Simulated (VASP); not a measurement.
A run of VASP 6.6.1 is set up as follows.

The input POSCAR:

```
SiC
1.0
    0.0000000000      2.2609600000      2.3479200000
    2.2609600000      0.0000000000      2.3479200000
    2.2609600000      2.2609600000      0.0000000000
Si C
1 1
Direct
    0.0000000000      0.0000000000      0.0000000000
    0.7500000000      0.7500000000      0.7500000000
```

The input INCAR.step1:

```
PREC = Accurate
ENCUT = 520
ISMEAR = 0
SIGMA = 0.05
LREAL = F
LASPH = T
NELM = 100
NBANDS = 11
GGA = PE
ALGO = Normal
EDIFF = 1E-4
LWAVE = T
LCHARG = F
```

The input INCAR.step2:

```
PREC = Accurate
ENCUT = 520
EDIFF = 1E-7
ISMEAR = 0
SIGMA = 0.05
LREAL = F
LASPH = T
NELM = 100
ALGO = Normal
ISIF = 2
LWAVE = F
LCHARG = F
METAGGA = R2SCAN
LMIXTAU = T
NBANDS = 11
ISTART = 1
```

KPOINTS

```
Automatic mesh
0
Gamma
  12 12 12
```

Potentials or basis: VASP PAW PBE potentials, release 64 (Si, C).

Run with:

```sh
$ cat potpaw_PBE.64/Si/POTCAR potpaw_PBE.64/C/POTCAR > POTCAR
$ cp INCAR.step1 INCAR
$ mpirun -np 1 vasp_std > vasp.out
$ cp INCAR.step2 INCAR
$ mpirun -np 1 vasp_std > vasp.out
```

Problem. What does it give for the band gap on the k mesh?

Solution. 1.61 eV, indirect (least direct gap 4.82 eV).

Problem. What does it give for the pressure?

Solution. -25.4 GPa.

Stress tensor (GPa, compression positive):
```
-21.90   0.00   0.00
  0.00 -21.90   0.00
  0.00   0.00 -32.44
```

Caveat: the cell differs from its parent crystal (strain +0.040 along x and y, +0.080 along z); the PAW data sets were made with another functional, which shifts forces and pressure a little. A k mesh can miss the band edges.
